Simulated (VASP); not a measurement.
# Cu in VASP: further runs, part 2 of 2

VASP 6.6.1. Earlier steps stand in the parts before.

## Step 3: Single point, PBEsol (biaxial strain in the a-b plane: +2.0 %, then relaxed in part)

The input, INCAR:

```
SYSTEM = Cu
PREC = Accurate ; ENCUT = 520
EDIFF = 1E-7 ; ISMEAR = 0
SIGMA = 0.1 ; LREAL = .False.
LASPH = .True. ; NELM = 100
ALGO = Fast ; ISIF = 2
LWAVE = .False. ; LCHARG = .False.
GGA = PS ; NBANDS = 18
```

The input, KPOINTS:

```
regular mesh
0
Gamma
  20 20 14
  0 0 0
```

The input, POSCAR:

```
Cu
1.0
    1.8173403130      1.8173403130      0.0000000000
   -1.8173403130      1.8173403130      0.0000000000
    0.0000000000      0.0000000000      3.4607425174
Cu
2
Direct
    0.0000000000      0.0000000000      0.0000000000
    0.5000000000      0.5000000000      0.5000000000
```

Potentials or basis: VASP PAW PBE potentials, release 64 (Cu).

Command:

```console
cat potpaw_PBE.64/Cu/POTCAR > POTCAR
mpirun -np 1 vasp_std > vasp.out
```

OUTCAR:

```text
SYSTEM = Cu
   PREC = Accurate
   ENCUT = 520
   EDIFF = 1E-7
   ISMEAR = 0
   LREAL = .False.
   LASPH = .True.
   NELM = 100
   ISIF = 2
   GGA = PS

 ion  position               nearest neighbor table
   1  0.000  0.000  0.000-   2 2.51   2 2.51   2 2.51   2 2.51   2 2.51   2 2.51   2 2.51   2 2.51

   2  0.500  0.500  0.500-   1 2.51   1 2.51   1 2.51   1 2.51   1 2.51   1 2.51   1 2.51   1 2.51

  LATTYP: Found a simple tetragonal cell.
 ALAT       =     2.5701073181
 C/A-ratio  =     1.3465361905

  Lattice vectors:

 A1 = (   1.8173403130,   1.8173403130,   0.0000000000)
 A2 = (  -1.8173403130,   1.8173403130,   0.0000000000)
 A3 = (   0.0000000000,   0.0000000000,   3.4607425174)

Analysis of symmetry for initial positions (statically):
=====================================================================
 Subroutine PRICEL returns following result:

  LATTYP: Found a body centered tetragonal cell.
 ALAT       =     2.5701073181
 C/A-ratio  =     1.3465361905

  Lattice vectors:

 A1 = (   0.0000000000,  -1.8173403130,  -1.7303712587)
 A2 = (   0.0000000000,   1.8173403130,  -1.7303712587)
 A3 = (   1.8173403130,   0.0000000000,   1.7303712587)

   2 primitive cells build up your supercell.

 Routine SETGRP: Setting up the symmetry group for a
 simple tetragonal supercell.

 Subroutine GETGRP returns: Found 16 space group operations
 (whereof 16 operations were pure point group operations)
 out of a pool of 16 trial point group operations.

The static configuration has the point symmetry D_4h.

Analysis of symmetry for dynamics (positions and initial velocities):
=====================================================================
 Subroutine PRICEL returns following result:

  LATTYP: Found a body centered tetragonal cell.
 ALAT       =     2.5701073181
 C/A-ratio  =     1.3465361905

  Lattice vectors:

 A1 = (   0.0000000000,  -1.8173403130,  -1.7303712587)
 A2 = (   0.0000000000,   1.8173403130,  -1.7303712587)
[... 126 lines left out ...]
   IALGO  =     68    algorithm
   IMIX   =      4    mixing-type and parameters
     AMIX     =   0.40;   BMIX     =  1.00
     AMIX_MAG =   1.60;   BMIX_MAG =  1.00
  volume/ion in A,a.u.               =      11.43        77.13
  Fermi-wavevector in a.u.,A,eV,Ry     =   1.616312  3.054386 35.544725  2.612464
  Thomas-Fermi vector in A             =   2.710918
   LORBIT       =      0    0 simple, 1 ext, 2 COOP (PROOUT), +10 PAW based schemes
   GGA     = PS    functional components
   LHFCALC =     F    Hartree Fock is set to
   AEXX    =    0.0000 exact exchange contribution
   IVDW    =     0    specifies the selected vdW correction
   LEPSILON=     F    determine dielectric tensor
   LRPA    =     F    only Hartree local field effects (RPA)
 non-spin polarized calculation
 RMM-DIIS sequential band-by-band and
 Gauss-broadening in eV      SIGMA  =   0.10
  energy-cutoff  :      520.00
  volume of cell :       22.86
 maximum number of plane-waves:       638
 NGX is ok and might be reduce to    20
   NGX =  9   NGY =  9   NGZ = 13

 number of electron      21.9999985 magnetization

 Free energy of the ion-electron system (eV)
  ---------------------------------------------------
  ext. energy  EPLUGINS =         0.00000000
  ---------------------------------------------------
  free energy    TOTEN  =        -8.61312094 eV

  energy without entropy =       -8.60991411  energy(sigma->0) =       -8.61151753

 E-fermi :   7.8265     XC(G=0): -13.1002

 val. band max:        7.8207017124   @ k =   0.5000   0.2500   0.0000
 cond. band min:       7.8280105690   @ k =   0.4000   0.2000   0.4286
 fundamental gap:      0.0073088565
 Fermi energy:         7.8264784505

 k-point     1 :       0.0000    0.0000    0.0000
  band No.  band energies     occupation
      1      -1.8298      2.00000
      2       2.7683      2.00000
      3       3.1874      2.00000
      4       4.6059      2.00000
      5       4.6059      2.00000
      6       4.8452      2.00000
[... 481 lines left out ...]
      5       4.9005      2.00000
      6       5.0321      2.00000
[... 10 lines left out ...]
     17      27.5700      0.00000
     18      29.0699      0.00000

 [... further k-points ...]

------------------------ aborting loop because EDIFF is reached ----------------------------------------

  FORCE on cell =-STRESS in cart. coord.  units (eV):
  Direction    XX          YY          ZZ          XY          YZ          ZX
  --------------------------------------------------------------------------------------
  -------------------------------------------------------------------------------------
  Total       -0.1836337     -0.1836337      0.1622245      0.0000000      0.0000000      0.0000000
  in kB      -12.8703750    -12.8703750     11.3698628      0.0000000      0.0000000      0.0000000
  external PRESSURE =      -4.7902957 kB  Pullay stress =       0.0000000 kB

 VOLUME and BASIS-vectors are now :
 -----------------------------------------------------------------------------
  energy-cutoff  :      520.00
  volume of cell :       22.86
      direct lattice vectors                 reciprocal lattice vectors
     1.817340313  1.817340313  0.000000000     0.275127337  0.275127337  0.000000000
    -1.817340313  1.817340313  0.000000000    -0.275127337  0.275127337  0.000000000
     0.000000000  0.000000000  3.460742517     0.000000000  0.000000000  0.288955331

 POSITION                                       TOTAL-FORCE (eV/Angst)
 -----------------------------------------------------------------------------------
      0.00000      0.00000      0.00000        -0.000000      0.000000      0.000000
      0.00000      1.81734      1.73037         0.000000     -0.000000     -0.000000
 -----------------------------------------------------------------------------------
    total drift:                               -0.000000      0.000000      0.000000

  FREE ENERGIE OF THE ION-ELECTRON SYSTEM (eV)
  ---------------------------------------------------
  free  energy   TOTEN  =        -8.6131209430 eV

  energy  without entropy=       -8.6099141086  energy(sigma->0) =       -8.61151753
```

It took 81 s on 1 thread of Intel Xeon 6975P-C (Granite Rapids), shared host; peak memory 0.27 GiB.

Results:

```yaml
Free_energy: -8.6131 eV
Pressure: -0.5 GPa
Band_gap_on_the_k_mesh: zero (bands 11 and 12 overlap by 8.31 eV)
```

Stress tensor (GPa, compression positive):
```
-1.29  0.00  0.00
 0.00 -1.29  0.00
 0.00  0.00  1.14
```

Levels at points of the mesh, in eV from the Fermi level:
```
           k point  band 8  band 9  band 10  band 11  band 12  band 13  band 14  band 15
(0.00, 0.00, 0.00)   -2.16   -1.69    -1.52    -1.52     2.17     8.20    12.49    12.49
(0.50, 0.00, 0.00)   -2.65   -2.32    -2.32    -0.47    -0.47    10.37    10.37    11.82
(0.50, 0.50, 0.00)   -1.61   -1.46    -1.46     1.07     1.07     6.88     6.88    13.67
(0.00, 0.00, 0.50)   -2.51   -2.51    -2.51    -2.05    -2.05    16.92    16.92    16.92
(0.50, 0.00, 0.50)   -1.73   -1.62    -1.62    -1.14    -1.14     3.90     3.90    20.91
(0.50, 0.50, 0.50)   -2.29   -1.61    -1.61     6.26     6.26     6.26     6.26     8.15
```

Caveat: the cell differs from its parent crystal (biaxial strain in the a-b plane: +2.0 %, then relaxed in part); the PAW data sets were made with another functional, which shifts forces and pressure a little.

## Step 4: Single point, PBEsol (uniaxial strain along a: -2.0 %)

The input, INCAR:

```
  ALGO = Fast
  EDIFF = 1E-6
  ENCUT = 520
  GGA = PS
  ISIF = 2
  ISMEAR = 0
  LASPH = T
  LCHARG = T
  LELF = T
  LREAL = F
  LVHAR = T
  LWAVE = F
  NBANDS = 18
  NELM = 80
  PREC = Accurate
  SIGMA = 0.1
```

The input, KPOINTS:

```
k-points
0
Gamma
  20 20 14
```

The input, POSCAR:

```
Cu
1.0
    1.7460720655      1.7460720655      0.0000000000
   -1.7906147202      1.7906147202      0.0000000000
    0.0000000000      0.0000000000      3.5812294404
Cu
2
Direct
    0.0000000000      0.0000000000      0.0000000000
    0.5000000000      0.5000000000      0.5000000000
```

Command:

```console
cat potpaw_PBE.64/Cu/POTCAR > POTCAR
mpirun -np 1 vasp_std > vasp.out
```

Run time: 7.2 min. Hardware: 1 thread of Intel Xeon 8259CL, shared host; peak memory 0.4 GiB.

Results (log left out):

```yaml
Free_energy: -8.6105 eV
Pressure: 3.2 GPa
Band_gap_on_the_k_mesh: zero (bands 11 and 12 overlap by 8.27 eV)
```

Stress tensor (GPa, compression positive):
```
3.58 2.73 0.00
2.73 3.58 0.00
0.00 0.00 2.31
```

Levels at points of the mesh, in eV from the Fermi level:
| k point | band 8 | band 9 | band 10 | band 11 | band 12 | band 13 | band 14 | band 15 |
| --- | --- | --- | --- | --- | --- | --- | --- | --- |
| (0.00, 0.00, 0.00) | -2.26 | -1.69 | -1.53 | -1.53 | 1.23 | 7.25 | 13.04 | 14.29 |
| (0.50, 0.00, 0.00) | -2.72 | -2.32 | -2.32 | -0.13 | -0.13 | 10.07 | 10.07 | 11.28 |
| (0.00, 0.50, 0.00) | -2.57 | -2.27 | -2.27 | -0.37 | -0.37 | 9.74 | 9.74 | 11.01 |
| (0.50, 0.50, 0.00) | -1.55 | -1.50 | -1.50 | 1.51 | 1.51 | 7.59 | 7.59 | 13.34 |
| (0.00, 0.00, 0.50) | -2.51 | -2.42 | -2.42 | -1.98 | -1.98 | 17.19 | 17.19 | 18.39 |
| (0.50, 0.00, 0.50) | -1.71 | -1.63 | -1.63 | -1.08 | -1.08 | 4.20 | 4.20 | 21.30 |
| (0.00, 0.50, 0.50) | -1.70 | -1.67 | -1.67 | -1.32 | -1.32 | 3.83 | 3.83 | 21.44 |
| (0.50, 0.50, 0.50) | -2.35 | -1.50 | -1.50 | 6.30 | 6.30 | 6.48 | 6.48 | 8.63 |

Caveat: the cell differs from its parent crystal (uniaxial strain along a: -2.0 %); the cell stands under pressure; the PAW data sets were made with another functional, which shifts forces and pressure a little.

## Step 5: Single point, PBEsol (uniaxial strain along a: -2.0 %, then relaxed in part)

The input, INCAR:

```
PREC = Accurate ; ENCUT = 520
EDIFF = 1E-7 ; ISMEAR = 0
SIGMA = 0.1 ; LREAL = False
LASPH = True ; NELM = 60
ALGO = Fast ; ISIF = 2
LWAVE = False ; LCHARG = False
GGA = PS ; NBANDS = 18
```

The input, KPOINTS:

```
regular mesh
0
Gamma
  20 20 14
```

The input, POSCAR:

```
Cu
1.0
    1.7460720655      1.7460720655      0.0000000000
   -1.7802410858      1.7802410858      0.0000000000
    0.0000000000      0.0000000000      3.6116890268
Cu
2
Direct
    0.0000000000      0.0000000000      0.0000000000
    0.5000000000      0.5000000000      0.5000000000
```

Command:

```console
cat potpaw_PBE.64/Cu/POTCAR > POTCAR
mpirun -np 1 vasp_std > vasp.out
```

It took 8.6 min on 1 thread of Intel Xeon 8259CL, shared host; peak memory 0.41 GiB.

It converged, with:

```
Free energy            : -8.6116 eV
Pressure               : 2.2 GPa
Band gap on the k mesh : zero (bands 11 and 12 overlap by 8.27 eV)
```

Stress tensor (GPa, compression positive):
```
2.88 2.15 0.00
2.15 2.88 0.00
0.00 0.00 0.74
```

Levels at points of the mesh, in eV from the Fermi level:
| k point | band 7 | band 8 | band 9 | band 10 | band 11 | band 12 | band 13 | band 14 | band 15 | band 16 |
| --- | --- | --- | --- | --- | --- | --- | --- | --- | --- | --- |
| (0.00, 0.00, 0.00) | -2.35 | -2.23 | -1.69 | -1.53 | -1.53 | 1.07 | 7.03 | 13.34 | 14.31 | 18.35 |
| (0.50, 0.00, 0.00) | -2.69 | -2.69 | -2.29 | -2.29 | -0.12 | -0.12 | 9.91 | 9.91 | 11.08 | 11.08 |
| (0.00, 0.50, 0.00) | -2.57 | -2.57 | -2.25 | -2.25 | -0.31 | -0.31 | 9.66 | 9.66 | 10.87 | 10.87 |
| (0.50, 0.50, 0.00) | -1.57 | -1.57 | -1.48 | -1.48 | 1.60 | 1.60 | 7.67 | 7.67 | 13.22 | 13.22 |
| (0.00, 0.00, 0.50) | -2.48 | -2.48 | -2.41 | -2.41 | -1.96 | -1.96 | 17.42 | 17.42 | 18.15 | 18.15 |
| (0.50, 0.00, 0.50) | -1.72 | -1.72 | -1.63 | -1.63 | -1.10 | -1.10 | 4.14 | 4.14 | 21.25 | 21.25 |
| (0.00, 0.50, 0.50) | -1.69 | -1.69 | -1.68 | -1.68 | -1.28 | -1.28 | 3.86 | 3.86 | 21.21 | 21.21 |
| (0.50, 0.50, 0.50) | -2.35 | -2.35 | -1.48 | -1.48 | 6.31 | 6.31 | 6.46 | 6.46 | 8.68 | 8.68 |

Caveat: the cell differs from its parent crystal (uniaxial strain along a: -2.0 %, then relaxed in part); the PAW data sets were made with another functional, which shifts forces and pressure a little.

## Step 6: The runs side by side

```csv
cell,further INCAR settings,gap on the mesh (eV),pressure (GPa)
"a = 2.469, b = 2.469, c = 3.658 Å, 2 atoms",ALGO = Fast; EDIFF = 1e-07; NBANDS = 18,none,3.3
"a = 2.570, b = 2.570, c = 3.461 Å, 2 atoms",ALGO = Fast; EDIFF = 1e-07; NBANDS = 18,none,-0.5
"a = 2.469, b = 2.532, c = 3.581 Å, 2 atoms",ALGO = Fast; EDIFF = 1e-06; NBANDS = 18,none,3.2
"a = 2.469, b = 2.518, c = 3.612 Å, 2 atoms",ALGO = Fast; EDIFF = 1e-07; NBANDS = 18,none,2.2
```

Alike in all rows: task single point; level PBEsol; potentials or basis VASP PAW PBE potentials, release 64 (Cu); no spin polarisation; k mesh 20 × 20 × 14; cutoff (eV) 520; smearing gaussian 0.1 eV.

Caveats: the PAW data sets were made with another functional, which shifts forces and pressure a little; the cell stands under pressure (at least some runs).

Absolute energies hang on the potentials; compare differences alone.
